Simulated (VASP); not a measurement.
A run of VASP 6.6.1:

The input INCAR:

```
SYSTEM = Li2S
PREC = Accurate
ENCUT = 750
EDIFF = 1E-6
ISMEAR = 0
SIGMA = 0.01
LREAL = .False.
LASPH = .True.
NELM = 120
ALGO = Normal
ISIF = 2
LWAVE = .False.
LCHARG = .True.
GGA = CA
LELF = .True.
LVHAR = .True.
NBANDS = 13
GGA_COMPAT = .False.
```

File KPOINTS:

```
Automatic mesh
0
Gamma
  4 4 4
  0 0 0
```

Contents of POSCAR:

```
Li2S
1.0
    0.0000000000      2.8452942165      2.8452942165
    2.8452942165      0.0000000000      2.8452942165
    2.8452942165      2.8452942165      0.0000000000
S Li
1 2
Direct
    0.0000000000      0.0000000000      0.0000000000
    0.2500000000      0.2500000000      0.2500000000
    0.7500000000      0.7500000000      0.7500000000
```

Potentials or basis: VASP PAW LDA potentials, release 64 (S, Li_sv).

Run with:

```bash
$ cat potpaw_LDA.64/S/POTCAR potpaw_LDA.64/Li_sv/POTCAR > POTCAR
$ mpirun -np 1 vasp_std > vasp.out
```

Hardware: 1 thread of Intel Xeon 8259CL (shared host).

Question: Estimate the wall time of this run.

Answer: Run time: 11 s on 1 thread of Intel Xeon 8259CL, with other jobs on the host, peak memory 0.16 GiB. Counts: scf iterations 12, k points 8.
